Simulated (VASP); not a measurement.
Crystal: Si3N4.

```
Si N
1.0
     7.63740    0.00000    0.00000
    -3.81870    6.61418    0.00000
     0.00000    0.00000    2.92200
Si N
6 8
Direct
  0.17446 0.76836 0.25000
  0.40610 0.17446 0.75000
  0.23164 0.40610 0.25000
  0.82554 0.23164 0.75000
  0.59390 0.82554 0.25000
  0.76836 0.59390 0.75000
  0.33333 0.66667 0.25000
  0.66667 0.33333 0.75000
  0.32989 0.03035 0.25000
  0.29953 0.32989 0.75000
  0.96965 0.29953 0.25000
  0.67011 0.96965 0.75000
  0.70047 0.67011 0.25000
  0.03035 0.70047 0.75000
```

Base run:

- Program: VASP 6.6.1
- Functional: PBE
- Potentials or basis: VASP PAW PBE potentials, release 64 (Si, N)
- Cutoff: 520 eV
- k mesh: 4 × 4 × 9
- Occupations: fermi-dirac, width 0.02 eV
- Spin: no spin polarisation

Its results: band gap on the k mesh 4.27 eV, indirect (least direct gap 4.46 eV); pressure 1.7 GPa; largest force 0.014 eV/Å.

Problem. The run is repeated on the same cell with these changes: functional from PBE to r2SCAN; further incar settings from ALGO = Normal; EDIFF = 1e-06; NBANDS = 45 to ALGO = Normal; EDIFF = 1e-08; NBANDS = 45. What comes out?

Solution. Band gap on the k mesh 4.93 eV, indirect (least direct gap 5.12 eV); pressure -3.8 GPa; largest force 0.052 eV/Å.

Caveats: the PAW data sets were made with another functional, which shifts forces and pressure a little (some runs).

A k mesh can miss the band edges.
